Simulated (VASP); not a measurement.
**LiTi8O16 (a cell with a defect): single point with PBE**

LiTi8O16 (a cell with a defect):

```
Ti O Li
1.0
     0.00000   -7.59701    0.00000
     7.59701    0.00000    0.00000
    -1.89925    1.89925    4.85157
Ti O Li
8 16 1
Direct
  0.99691 0.00001 0.99582
  0.38116 0.11631 0.49366
  0.99359 0.50353 0.99358
  0.38009 0.62670 0.49153
  0.49653 0.00053 0.99368
  0.87079 0.11710 0.49554
  0.49718 0.50015 0.99129
  0.86994 0.62732 0.49361
  0.47440 0.22640 0.90400
  0.10221 0.10808 0.40958
  0.27093 0.02273 0.08322
  0.38957 0.39515 0.57757
  0.47399 0.72682 0.90201
  0.10158 0.59112 0.40598
  0.26981 0.52594 0.07648
  0.39676 0.89430 0.57769
  0.97112 0.22734 0.91057
  0.60305 0.10079 0.40957
  0.77045 0.02287 0.08510
  0.90620 0.39569 0.58114
  0.96999 0.72750 0.90591
  0.60260 0.59628 0.40735
  0.76969 0.52684 0.08126
  0.90177 0.89464 0.57976
  0.12556 0.37199 0.49387
```

```
Program                : VASP 6.6.1
Task                   : single point
Functional             : PBE
Potentials or basis    : VASP PAW PBE potentials, release 64 (Ti_sv, O, Li_sv)
Cutoff                 : 520 eV
k mesh                 : 2 × 2 × 2, shifted
Occupations            : fermi-dirac, width 0.01 eV
Spin                   : no spin polarisation
Dipole correction      : no
Charge                 : 1
Further INCAR settings : LREAL = Auto; ALGO = Normal; EDIFF = 1e-07; NBANDS = 116; NELECT = 194.0
```

```
Largest force : 0.142 eV/Å
```

Forces in eV/Å, atoms in the order of the input:
```
Ti  -0.037 -0.029  0.039
Ti   0.099  0.102  0.001
Ti  -0.097 -0.092  0.004
Ti   0.023  0.060 -0.002
Ti  -0.030 -0.038 -0.009
Ti   0.074  0.030  0.001
Ti  -0.015 -0.040 -0.036
Ti   0.016  0.024  0.000
O    0.016 -0.082  0.027
O    0.050 -0.074  0.016
O   -0.082  0.027 -0.024
O   -0.071  0.061 -0.021
O    0.038 -0.086  0.028
O    0.083 -0.058  0.020
O   -0.069  0.067 -0.023
O   -0.051  0.073 -0.005
O    0.067 -0.069  0.021
O    0.064 -0.062  0.002
O   -0.081  0.041 -0.023
O   -0.056  0.085 -0.018
O    0.096 -0.059 -0.010
O    0.057 -0.045  0.003
O   -0.054  0.096  0.010
O   -0.041  0.068  0.001
Li   0.000 -0.002  0.000
```

Levels at points of the mesh, in eV from the Fermi level:
```tsv
k point	band 93	band 94	band 95	band 96	band 97	band 98	band 99	band 100	band 101	band 102
(0.25, 0.25, 0.25)	-0.76	-0.69	-0.69	-0.66	-0.34	2.54	2.66	2.87	2.90	2.96
```

Run time: 11 min on 1 thread of Intel Xeon 8259CL, on a shared host, peak memory 0.39 GiB.

Caveat: the k points lie up to 0.64 Å⁻¹ apart; the cell carries a net charge on a neutralising background, which shifts energy and pressure; the cell is charged against a uniform background, so pressure and absolute levels hang on convention.
